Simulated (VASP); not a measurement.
Runs of VASP 6.6.1 on HfN. The structure is that of space group Fm-3m (No. 225), or close to it. The cells are those of the table. 

```tsv
cell	gap on the mesh (eV)	pressure (GPa)
a = 3.255, b = 3.195, c = 3.195 Å, angles 58.8, 59.4, 59.4°, 2 atoms	none	-5.1
a = 3.219, b = 3.195, c = 3.195 Å, angles 59.5, 59.8, 59.8°, 2 atoms	none	(a)
a = 3.267, b = 3.195, c = 3.195 Å, angles 58.5, 59.3, 59.3°, 2 atoms	none	-5.0
a = 3.279, b = 3.195, c = 3.195 Å, angles 58.3, 59.1, 59.1°, 2 atoms	none	-4.9
a = 3.099, b = 3.195, c = 3.195 Å, angles 62.0, 61.0, 61.0°, 2 atoms	none	-4.9
a = 3.147, b = 3.195, c = 3.195 Å, angles 61.0, 60.5, 60.5°, 2 atoms	none	-5.1
```

Alike in all rows: task single point; level PBEsol; potentials or basis VASP PAW PBE potentials, release 64 (Hf_pv, N); no spin polarisation; k mesh 18 × 18 × 18; cutoff (eV) 520; smearing gaussian 0.15 eV.

**Question.** Fill in the values left out.

**Answer.** (a) -5.2.

Caveats: the cell stands under tension; the PAW data sets were made with another functional, which shifts forces and pressure a little; spin-orbit coupling is left out, which moves the levels of the heavy elements.

A k mesh can miss the band edges, and the runs leave out spin-orbit coupling on Hf.

A gap of «none» marks levels without a gap at the run's occupations.
